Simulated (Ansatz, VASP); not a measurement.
Given: the input of a run of Ansatz 0.2.0 on Ge2Sb2Te5.

input.yaml

```yaml
crystal:
  lattice:
    - [6.839136, -3.066006, 0.0]
    - [6.839136, 3.066006, 0.0]
    - [-6.830977, 0.0, 6.847609]
  atoms:
    - { symbol: Te, position: [0.594702, 0.594702, 0.386433] }
    - { symbol: Te, position: [0.795288, 0.795288, 0.196112] }
    - { symbol: Te, position: [0.008324, 0.008324, 0.006435] }
    - { symbol: Te, position: [0.206519, 0.206519, 0.809803] }
    - { symbol: Te, position: [0.399959, 0.399959, 0.597118] }
    - { symbol: Sb, position: [0.901708, 0.901708, 0.587873] }
    - { symbol: Sb, position: [0.11187, 0.11187, 0.417352] }
    - { symbol: Ge, position: [0.284287, 0.284287, 0.18783] }
    - { symbol: Ge, position: [0.497343, 0.497343, 0.011044] }
hamiltonian:
  xc: pbe
  pseudopotentials: { kind: paw }
kpoints:
  mp_grid: { grid: [5, 5, 4] }
scf:
  occupations: { method: gaussian, width: 0.014 }
output:
  forces: true
  stress: true
  eigenvalues: true
```

Potentials or basis: Ansatz PAW.

Command:

```bash
$ ansatz run input.yaml --threads 4 --pin off --max-ram 11264MiB --backend cpu --events-out ev --progress --plain --runs-dir out
```

Q: Set up the same calculation for VASP 6.6.1. Potentials there: VASP PAW PBE potentials, release 64 (Te, Sb, Ge_d).

A: As run (the cutoff follows the program's own potentials):

Contents of INCAR:

```
SYSTEM = Ge2Sb2Te5
PREC = Accurate ; ENCUT = 520
EDIFF = 1E-6 ; ISMEAR = 0
SIGMA = 0.014 ; LREAL = .False.
LASPH = .True. ; NELM = 100
ALGO = Normal ; ISIF = 2
LWAVE = .False. ; LCHARG = .False.
GGA = PE ; NBANDS = 44
```

KPOINTS

```
regular mesh
0
Gamma
  5 5 4
  0 0 0
```

Contents of POSCAR:

```
Ge2Sb2Te5
1.0
    6.8391360000     -3.0660060000      0.0000000000
    6.8391360000      3.0660060000      0.0000000000
   -6.8309770000      0.0000000000      6.8476090000
Te Sb Ge
5 2 2
Direct
    0.5947020000      0.5947020000      0.3864330000
    0.7952880000      0.7952880000      0.1961120000
    0.0083240000      0.0083240000      0.0064350000
    0.2065190000      0.2065190000      0.8098030000
    0.3999590000      0.3999590000      0.5971180000
    0.9017080000      0.9017080000      0.5878730000
    0.1118700000      0.1118700000      0.4173520000
    0.2842870000      0.2842870000      0.1878300000
    0.4973430000      0.4973430000      0.0110440000
```

Potentials or basis: VASP PAW PBE potentials, release 64 (Te, Sb, Ge_d).

Run with:

```bash
$ cat potpaw_PBE.64/Te/POTCAR potpaw_PBE.64/Sb/POTCAR potpaw_PBE.64/Ge_d/POTCAR > POTCAR
$ mpirun -np 1 vasp_std > vasp.out
```

Both were run:

|  | VASP | Ansatz | Ansatz less VASP |
| --- | --- | --- | --- |
| gap on the k mesh at the Fermi level (eV) | 0.25 | 0.26 | +0.003 |
| least direct gap on the mesh (eV) | 0.32 | 0.33 | +0.003 |
| pressure (GPa) | -0.1 | -0.1 | +0.02 |
| traceless stress, the component that is largest in VASP (GPa) | -0.30 | -0.28 | +0.017 |
| rms of the force components (eV/Å) | 0.057 | 0.060 | +0.0023 |

Atom by atom the forces differ by 0.005 eV/Å (rms over components). With one functional, cell and mesh, what is left measures potentials, basis and numerics. VASP's potentials hold 68 valence electrons a cell and Ansatz's 138, so a difference there can come from the potentials and not from the codes.

Neither program's run includes spin-orbit coupling. Noted on Ansatz's run: odd divisions of the mesh miss points on the zone boundary, where band edges often lie, so the gap on the mesh can be too wide.
